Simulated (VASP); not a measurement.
## HfC: single point with PBEsol

Crystal: HfC.

```
Hf C
1.0
     0.00000    2.32500    2.32500
     2.32500    0.00000    2.32500
     2.32500    2.32500    0.00000
Hf C
1 1
Direct
  0.50000 0.50000 0.50000
  0.00000 0.00000 0.00000
```

```
Program                 : VASP 6.6.1
Task                    : single point
Functional              : PBEsol
Potentials or basis     : VASP PAW PBE potentials, release 64 (Hf_pv, C)
Cutoff                  : 520 eV
k mesh                  : 6 × 6 × 6
Occupations             : fermi-dirac, width 0.05 eV
Spin                    : no spin polarisation
Dipole correction       : no
k mesh for the DOS      : 9 × 9 × 9
Occupations for the DOS : tetrahedron
Further INCAR settings  : ALGO = Normal; EDIFF = 1e-06; NBANDS = 14
```

```yaml
Valence_electrons_inside_the_program's_atomic_spheres: Hf 8.62; C 2.37
```

Levels at points of the mesh, in eV from the Fermi level:
| k point | band 4 | band 5 | band 6 | band 7 | band 8 | band 9 | band 10 | band 11 |
| --- | --- | --- | --- | --- | --- | --- | --- | --- |
| (0.00, 0.00, 0.00) | -12.32 | 1.00 | 1.00 | 1.00 | 1.30 | 1.30 | 1.30 | 3.32 |

Run time: 12 s on 1 thread of Intel(R) Xeon(R) Platinum 8375C CPU @ 2.90GHz (Ice Lake), on a shared host, peak memory 0.14 GiB.

Caveat: the k points lie up to 0.39 Å⁻¹ apart; spin-orbit coupling is left out, which moves the levels of the heavy elements.
